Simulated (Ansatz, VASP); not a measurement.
## Te2Mo: VASP beside Ansatz

```
CELL_PARAMETERS angstrom
-1.77853 -3.08051 0.00000
1.77853 -3.08051 0.00000
0.00000 -4.62076 15.20472
ATOMIC_POSITIONS crystal
Te 0.56835 0.56835 0.13109
Te 0.86001 0.86001 0.63109
Te 0.38999 0.38999 0.36891
Te 0.68165 0.68165 0.86891
Mo 0.10417 0.10417 0.75000
Mo 0.14583 0.14583 0.25000
```

Alike in both runs: task single point; functional PBE; k mesh 9 × 9 × 2; occupations gaussian, width 0.05 eV; no spin polarisation.

```csv
,VASP,Ansatz
version,VASP 6.6.1,Ansatz 0.2.0
potentials or method,"VASP PAW PBE potentials, release 64 (Te, Mo_sv), cutoff 520 eV","scalar-relativistic, plane waves, PAW"
valence electrons in the cell,52,92
```

```tsv
	VASP	Ansatz	Ansatz less VASP
gap on the k mesh at the Fermi level (eV)	1.04	1.04	+0.001
least direct gap on the mesh (eV)	1.04	1.04	+0.001
pressure (GPa)	0.2	0.2	-0.01
traceless stress, the component that is largest in VASP (GPa)	0.43	0.37	-0.055
rms of the force components (eV/Å)	0.033	0.037	+0.0040
```

Atom by atom the forces differ by 0.006 eV/Å (rms over components). VASP's potentials hold 52 valence electrons a cell and Ansatz's 92, so a difference there can come from the potentials and not from the codes.

Spin-orbit coupling is off throughout.
